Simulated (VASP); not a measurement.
# Lu (Pm-3m) in VASP: further runs

Lu is run at these levels: BLYP; tasks: single point, relaxation of cell and atoms.

Program: VASP 6.6.1. These are calculated values, not measurements. Logs are shortened: lines on timing, memory, paths and dates and some standing lists are left out, and cuts for length are marked.

## (1) The cell of the first run

Symmetry: Pm-3m, No. 221, cubic system. Conventional cell: a = 3.249 Å, b = 3.249 Å, c = 3.249 Å, α = 90.00°, β = 90.00°, γ = 90.00°. Within 4.3 Å of Lu (site symmetry m-3m) lie 6 Lu at 3.25 Å.

This isn't the form of Lu at room conditions, which is hcp.

## (2) Single point, BLYP

Contents of INCAR:

```
SYSTEM = Lu
AGGAC = 1.0
AGGAX = 1.0
ALDAC = 0.0
ALDAX = 1.0
ALGO = Normal
EDIFF = 1E-6
ENCUT = 520
GGA = B5
ISIF = 2
ISMEAR = -1
LASPH = .TRUE.
LCHARG = .FALSE.
LREAL = .FALSE.
LWAVE = .FALSE.
NBANDS = 18
NELM = 60
PREC = Accurate
SIGMA = 0.1
```

Contents of KPOINTS:

```
k-points
0
G
  10 10 10
  0 0 0
```

Contents of POSCAR:

```
Lu
1.0
    3.2487924478      0.0000000000      0.0000000000
    0.0000000000      3.2487924478      0.0000000000
    0.0000000000      0.0000000000      3.2487924478
Lu
1
Direct
    0.0000000000      0.0000000000      0.0000000000
```

Potentials or basis: VASP PAW PBE potentials, release 64 (Lu).

Command:

```bash
cat potpaw_PBE.64/Lu/POTCAR > POTCAR
mpirun -np 1 vasp_std > vasp.out
```

OUTCAR:

```text
SYSTEM = Lu
   EDIFF = 1E-6
   ENCUT = 520
   GGA = B5
   ISIF = 2
   ISMEAR = -1
   LASPH = .TRUE.
   LREAL = .FALSE.
   NELM = 60
   PREC = Accurate

 ion  position               nearest neighbor table
   1  0.000  0.000  0.000-

  LATTYP: Found a simple cubic cell.
 ALAT       =     3.2487924478

  Lattice vectors:

 A1 = (   3.2487924478,   0.0000000000,   0.0000000000)
 A2 = (   0.0000000000,   3.2487924478,   0.0000000000)
 A3 = (   0.0000000000,   0.0000000000,   3.2487924478)

Analysis of symmetry for initial positions (statically):
=====================================================================
 Subroutine PRICEL returns:
 Original cell was already a primitive cell.

 Routine SETGRP: Setting up the symmetry group for a
 simple cubic supercell.

 Subroutine GETGRP returns: Found 48 space group operations
 (whereof 48 operations were pure point group operations)
 out of a pool of 48 trial point group operations.

The static configuration has the point symmetry O_h .

Analysis of symmetry for dynamics (positions and initial velocities):
=====================================================================
 Subroutine PRICEL returns:
 Original cell was already a primitive cell.

 Routine SETGRP: Setting up the symmetry group for a
 simple cubic supercell.

 Subroutine GETGRP returns: Found 48 space group operations
 (whereof 48 operations were pure point group operations)
 out of a pool of 48 trial point group operations.

The dynamic configuration has the point symmetry O_h .

 Subroutine INISYM returns: Found 48 space group operations
 (whereof 48 operations are pure point group operations),
 and found     1 'primitive' translations

----------------------------------------------------------------------------------------

                                     Primitive cell

  volume of cell :      34.2899

  direct lattice vectors                    reciprocal lattice vectors
     3.248792448  0.000000000  0.000000000     0.307806675  0.000000000  0.000000000
     0.000000000  3.248792448  0.000000000     0.000000000  0.307806675  0.000000000
     0.000000000  0.000000000  3.248792448     0.000000000  0.000000000  0.307806675

  length of vectors
     3.248792448  3.248792448  3.248792448     0.307806675  0.307806675  0.307806675

  position of ions in fractional coordinates (direct lattice)
     0.000000000  0.000000000  0.000000000

  ion indices of the primitive-cell ions
   primitive index   ion index
                 1           1

----------------------------------------------------------------------------------------

 KPOINTS: k-points

Automatic generation of k-mesh.
 Grid dimensions read from file:
 generate k-points for:   10   10   10

 Generating k-lattice:

  Cartesian coordinates                     Fractional coordinates (reciprocal lattice)
     0.030780667  0.000000000  0.000000000     0.100000000  0.000000000  0.000000000
     0.000000000  0.030780667  0.000000000     0.000000000  0.100000000  0.000000000
     0.000000000  0.000000000  0.030780667     0.000000000  0.000000000  0.100000000

  Length of vectors
     0.030780667  0.030780667  0.030780667

  Shift w.r.t. Gamma in fractional coordinates (k-lattice)
     0.000000000  0.000000000  0.000000000

 Subroutine IBZKPT returns following result:
 ===========================================

 Found     56 irreducible k-points:

 Following reciprocal coordinates:
            Coordinates               Weight
  0.000000  0.000000  0.000000      1.000000
  0.100000  0.000000  0.000000      6.000000
  0.200000  0.000000  0.000000      6.000000
  0.300000  0.000000  0.000000      6.000000
  0.400000  0.000000  0.000000      6.000000
  0.500000  0.000000  0.000000      3.000000
[... 16 lines left out ...]
  0.200000  0.100000  0.100000     24.000000
  0.300000  0.100000  0.100000     24.000000
 [... further k-points ...]
   k-points           NKPTS =     56   k-points in BZ     NKDIM =     56   number of bands    NBANDS=     18
   number of dos      NEDOS =    301   number of ions     NIONS =      1
   total plane-waves  NPLWV =  13824
   dimension x,y,z NGX =    24 NGY =   24 NGZ =   24
   dimension x,y,z NGXF=    48 NGYF=   48 NGZF=   48
   ions per type =               1
   NGX,Y,Z   is equivalent  to a cutoff of  12.28, 12.28, 12.28 a.u.
   NGXF,Y,Z  is equivalent  to a cutoff of  24.56, 24.56, 24.56 a.u.
 SYSTEM =  Lu
   PREC   = accura    normal or accurate (medium, high low for compatibility)
   ISTART =      0    job   : 0-new  1-cont  2-samecut
   ICHARG =      2    charge: 1-file 2-atom 10-const
   ISPIN  =      1    spin polarized calculation?
   LNONCOLLINEAR =      F non collinear calculations
   LSORBIT =      F    spin-orbit coupling
   LASPH  =      T    aspherical Exc in radial PAW
   ENCUT  =  520.0 eV  38.22 Ry    6.18 a.u.   6.04  6.04  6.04*2*pi/ulx,y,z
   NELM   =     60;   NELMIN=  2; NELMDL= -5     # of ELM steps
   EDIFF  = 0.1E-05   stopping-criterion for ELM
   LREAL  =      F    real-space projection
   EDIFFG = 0.1E-04   stopping-criterion for IOM
   NSW    =      0    number of steps for IOM
   IBRION =     -1    ionic relax: 0-MD 1-quasi-New 2-CG
   NFREE  =      0    steps in history (QN), initial steepest desc. (CG)
   ISIF   =      2    stress and relaxation
   ISYM   =      2    0-nonsym 1-usesym 2-fastsym
   POTIM  = 0.5000    time-step for ionic-motion
   TEBEG  =    0.0;   TEEND  =   0.0 temperature during run
   PSTRESS=    0.0 pullay stress
   NELECT =      25.0000    total number of electrons
   NUPDOWN=      -1.0000    fix difference up-down
   EMIN   =  10.00;   EMAX   =-10.00  energy-range for DOS
   EFERMI =   0.00;   METHOD = LEGACY
   ISMEAR =    -1;   SIGMA  =   0.10  broadening in eV -4-tet -1-fermi 0-gaus
   EFERMI_NEDOS =   21; number of points for ismear=-14 and -15
   IALGO  =     38    algorithm
   IMIX   =      4    mixing-type and parameters
     AMIX     =   0.40;   BMIX     =  1.00
     AMIX_MAG =   1.60;   BMIX_MAG =  1.00
  volume/ion in A,a.u.               =      34.29       231.40
  Fermi-wavevector in a.u.,A,eV,Ry     =   1.473441  2.784400 29.538650  2.171030
  Thomas-Fermi vector in A             =   2.588334
   LORBIT       =      0    0 simple, 1 ext, 2 COOP (PROOUT), +10 PAW based schemes
   GGA     = B5    functional components
   LHFCALC =     F    Hartree Fock is set to
   AEXX    =    0.0000 exact exchange contribution
   IVDW    =     0    specifies the selected vdW correction
   LEPSILON=     F    determine dielectric tensor
   LRPA    =     F    only Hartree local field effects (RPA)
 non-spin polarized calculation
  energy-cutoff  :      520.00
  volume of cell :       34.29
 maximum number of plane-waves:       942
   NGX = 13   NGY = 13   NGZ = 13

 number of electron      25.0000031 magnetization

 Free energy of the ion-electron system (eV)
  ---------------------------------------------------
  ext. energy  EPLUGINS =         0.00000000
  ---------------------------------------------------
  free energy    TOTEN  =        -2.78980325 eV

  energy without entropy =       -2.72023074  energy(sigma->0) =       -2.75501699

 E-fermi :   2.0113     XC(G=0):  -9.3604

 val. band max:        1.9657560286   @ k =   0.5000   0.3000   0.2000
 cond. band min:       2.0223097639   @ k =   0.5000   0.4000   0.4000
 fundamental gap:      0.0565537353
 Fermi energy:         2.0113460900

 k-point     1 :       0.0000    0.0000    0.0000
  band No.  band energies     occupation
      1     -54.4757      2.00000
      2     -25.1221      2.00000
      3     -25.1221      2.00000
      4     -25.1221      2.00000
      5      -3.4555      2.00000
      6      -3.4555      2.00000
[... 10 lines left out ...]
     17       7.5991      0.00000
     18      12.3289      0.00000

 k-point     2 :       0.1000    0.0000    0.0000
  band No.  band energies     occupation
      1     -54.4735      2.00000
      2     -25.1691      2.00000
      3     -25.1182      2.00000
      4     -25.1182      2.00000
      5      -3.4585      2.00000
      6      -3.4530      2.00000
[... 10 lines left out ...]
     17       7.6242      0.00000
     18      11.3325      0.00000

 k-point     3 :       0.2000    0.0000    0.0000
  band No.  band energies     occupation
      1     -54.4677      2.00000
      2     -25.2902      2.00000
      3     -25.1080      2.00000
      4     -25.1080      2.00000
      5      -3.4662      2.00000
      6      -3.4595      2.00000
[... 10 lines left out ...]
     17       7.6908      0.00000
     18       9.8881      0.00000

 k-point     4 :       0.3000    0.0000    0.0000
  band No.  band energies     occupation
      1     -54.4607      2.00000
      2     -25.4361      2.00000
      3     -25.0953      2.00000
      4     -25.0953      2.00000
      5      -3.4822      2.00000
      6      -3.4754      2.00000
[... 10 lines left out ...]
     17       7.7750      0.00000
     18       9.0835      0.00000

 k-point     5 :       0.4000    0.0000    0.0000
  band No.  band energies     occupation
      1     -54.4549      2.00000
      2     -25.5514      2.00000
      3     -25.0850      2.00000
      4     -25.0850      2.00000
      5      -3.4989      2.00000
      6      -3.4827      2.00000
[... 10 lines left out ...]
     17       7.8448      0.00000
     18       9.2297      0.00000

 k-point     6 :       0.5000    0.0000    0.0000
  band No.  band energies     occupation
      1     -54.4527      2.00000
      2     -25.5948      2.00000
      3     -25.0811      2.00000
      4     -25.0811      2.00000
      5      -3.5050      2.00000
      6      -3.4854      2.00000
[... 307 lines left out ...]
 k-point    21 :       0.5000    0.5000    0.0000
  band No.  band energies     occupation
      1     -54.4302      2.00000
      2     -25.5356      2.00000
      3     -25.5356      2.00000
      4     -25.0417      2.00000
      5      -3.4938      2.00000
      6      -3.4938      2.00000
[... 10 lines left out ...]
     17       5.5882      0.00000
     18       9.2523      0.00000

 k-point    22 :       0.1000    0.1000    0.1000
  band No.  band energies     occupation
      1     -54.4691      2.00000
      2     -25.1651      2.00000
      3     -25.1589      2.00000
      4     -25.1589      2.00000
      5      -3.4544      2.00000
      6      -3.4544      2.00000
[... 10 lines left out ...]
     17       6.9498      0.00000
     18      11.8692      0.00000

 k-point    23 :       0.2000    0.1000    0.1000
  band No.  band energies     occupation
      1     -54.4634      2.00000
      2     -25.2813      2.00000
      3     -25.1521      2.00000
      4     -25.1483      2.00000
      5      -3.4610      2.00000
      6      -3.4556      2.00000
[... 10 lines left out ...]
     17       6.9915      0.00000
     18      10.8008      0.00000

 k-point    24 :       0.3000    0.1000    0.1000
  band No.  band energies     occupation
      1     -54.4563      2.00000
      2     -25.4261      2.00000
      3     -25.1389      2.00000
      4     -25.1352      2.00000
      5      -3.4782      2.00000
      6      -3.4697      2.00000
[... 10 lines left out ...]
     17       7.1028      0.00000
     18       9.7901      0.00000

 [... further k-points ...]

------------------------ aborting loop because EDIFF is reached ----------------------------------------

  FORCE on cell =-STRESS in cart. coord.  units (eV):
  Direction    XX          YY          ZZ          XY          YZ          ZX
  --------------------------------------------------------------------------------------
  -------------------------------------------------------------------------------------
  Total        0.0328395      0.0328395      0.0328395     -0.0000000      0.0000000     -0.0000000
  in kB        1.5344079      1.5344079      1.5344079     -0.0000000      0.0000000     -0.0000000
  external PRESSURE =       1.5344079 kB  Pullay stress =       0.0000000 kB

 VOLUME and BASIS-vectors are now :
 -----------------------------------------------------------------------------
  energy-cutoff  :      520.00
  volume of cell :       34.29
      direct lattice vectors                 reciprocal lattice vectors
     3.248792448  0.000000000  0.000000000     0.307806675  0.000000000  0.000000000
     0.000000000  3.248792448  0.000000000     0.000000000  0.307806675  0.000000000
     0.000000000  0.000000000  3.248792448     0.000000000  0.000000000  0.307806675

 POSITION                                       TOTAL-FORCE (eV/Angst)
 -----------------------------------------------------------------------------------
      0.00000      0.00000      0.00000         0.000000      0.000000      0.000000
 -----------------------------------------------------------------------------------
    total drift:                                0.000000      0.000000      0.000000

  FREE ENERGIE OF THE ION-ELECTRON SYSTEM (eV)
  ---------------------------------------------------
  free  energy   TOTEN  =        -2.7898032489 eV

  energy  without entropy=       -2.7202307357  energy(sigma->0) =       -2.75501699
```

Run time: 20 s. Hardware: 1 thread of Intel Xeon Platinum 8259CL at 2.50GHz (Skylake/Cascade Lake), shared host; peak memory 0.17 GiB.

What came out:

- Free energy: -2.7898 eV
- Pressure: 0.2 GPa
- Band gap on the k mesh: zero (an odd number of electrons rules out a gap without spin polarisation)

Levels at points of the mesh, in eV from the Fermi level:
```
           k point  band 9  band 10  band 11  band 12  band 13  band 14  band 15  band 16
(0.00, 0.00, 0.00)   -5.44    -5.44    -5.41    -5.40    -0.40    -0.40     5.59     5.59
(0.50, 0.00, 0.00)   -5.43    -5.40    -5.40    -2.64    -0.16     0.30     3.03     3.03
(0.50, 0.50, 0.00)   -5.44    -5.41    -5.39    -1.55    -0.28     3.26     3.26     3.58
(0.50, 0.50, 0.50)   -5.41    -5.41    -5.41    -0.33    -0.33    -0.33     6.42     7.22
```

Caveat: the PAW data sets were made with another functional, which shifts forces and pressure a little; spin-orbit coupling is left out, which moves the levels of the heavy elements.

## (3) Single point, BLYP (34.29 Å³/atom)

Contents of INCAR:

```
SYSTEM = Lu
  PREC = Accurate
  ENCUT = 520
  EDIFF = 1E-7
  ISMEAR = -1
  SIGMA = 0.1
  LREAL = .FALSE.
  LASPH = .TRUE.
  NELM = 80
  ALGO = Normal
  ISIF = 2
  LWAVE = .FALSE.
  LCHARG = .FALSE.
  GGA = B5
  ALDAX = 1.0
  AGGAX = 1.0
  AGGAC = 1.0
  ALDAC = 0.0
  NBANDS = 18
```

Contents of KPOINTS:

```
regular mesh
0
G
  11 11 11
  0 0 0
```

POSCAR is that of step 2.

Potentials or basis: VASP PAW PBE potentials, release 64 (Lu).

Command:

```bash
cat potpaw_PBE.64/Lu/POTCAR > POTCAR
mpirun -np 1 vasp_std > vasp.out
```

OUTCAR:

```text
SYSTEM = Lu
   PREC = Accurate
   ENCUT = 520
   EDIFF = 1E-7
   ISMEAR = -1
   LREAL = .FALSE.
   LASPH = .TRUE.
   NELM = 80
   ISIF = 2
   GGA = B5

 ion  position               nearest neighbor table
   1  0.000  0.000  0.000-

  LATTYP: Found a simple cubic cell.
 ALAT       =     3.2487924478

  Lattice vectors:

 A1 = (   3.2487924478,   0.0000000000,   0.0000000000)
 A2 = (   0.0000000000,   3.2487924478,   0.0000000000)
 A3 = (   0.0000000000,   0.0000000000,   3.2487924478)

[... 679 lines left out ...]
     17       7.1844      0.00000
     18       9.8792      0.00000

 [... further k-points ...]

------------------------ aborting loop because EDIFF is reached ----------------------------------------

  FORCE on cell =-STRESS in cart. coord.  units (eV):
  Direction    XX          YY          ZZ          XY          YZ          ZX
  --------------------------------------------------------------------------------------
  -------------------------------------------------------------------------------------
  Total        0.0043048      0.0043048      0.0043048      0.0000000      0.0000000     -0.0000000
  in kB        0.2011389      0.2011389      0.2011389      0.0000000      0.0000000     -0.0000000
  external PRESSURE =       0.2011389 kB  Pullay stress =       0.0000000 kB

 VOLUME and BASIS-vectors are now :
 -----------------------------------------------------------------------------
  energy-cutoff  :      520.00
  volume of cell :       34.29
      direct lattice vectors                 reciprocal lattice vectors
     3.248792448  0.000000000  0.000000000     0.307806675  0.000000000  0.000000000
     0.000000000  3.248792448  0.000000000     0.000000000  0.307806675  0.000000000
     0.000000000  0.000000000  3.248792448     0.000000000  0.000000000  0.307806675

 POSITION                                       TOTAL-FORCE (eV/Angst)
 -----------------------------------------------------------------------------------
      0.00000      0.00000      0.00000         0.000000      0.000000      0.000000
 -----------------------------------------------------------------------------------
    total drift:                                0.000000      0.000000      0.000000

  FREE ENERGIE OF THE ION-ELECTRON SYSTEM (eV)
  ---------------------------------------------------
  free  energy   TOTEN  =        -2.7926887638 eV

  energy  without entropy=       -2.7264476109  energy(sigma->0) =       -2.75956819
```

stdout:

```text
POSCAR found type information on POSCAR Lu
 POSCAR found :  1 types and       1 ions
 scaLAPACK will be used
 -----------------------------------------------------------------------------
|                                                                             |
|                                                                             |
|     You enforced a specific xc type in the INCAR file but a different       |
|     I HOPE YOU KNOW WHAT YOU ARE DOING!                                     |
|                                                                             |
 -----------------------------------------------------------------------------

 LDA part: xc-table for (Slater(with rela. corr.)+VWN5), standard interpolation
 POSCAR, INCAR and KPOINTS ok, starting setup
 FFT: planning ... GRIDC
 FFT: planning ... GRID_SOFT
 FFT: planning ... GRID
 WAVECAR not read
 entering main loop
```

Run time: 23 s. Hardware: 1 thread of Intel Xeon Platinum 8259CL at 2.50GHz (Skylake/Cascade Lake), shared host; peak memory 0.17 GiB.

Results:

| Property | Result |
| --- | --- |
| Free energy | -2.7927 eV |
| Pressure | 0.0 GPa |
| Band gap on the k mesh | zero (an odd number of electrons rules out a gap without spin polarisation) |

Caveat: the PAW data sets were made with another functional, which shifts forces and pressure a little; spin-orbit coupling is left out, which moves the levels of the heavy elements.

(Part 1 of 2 ends here.)
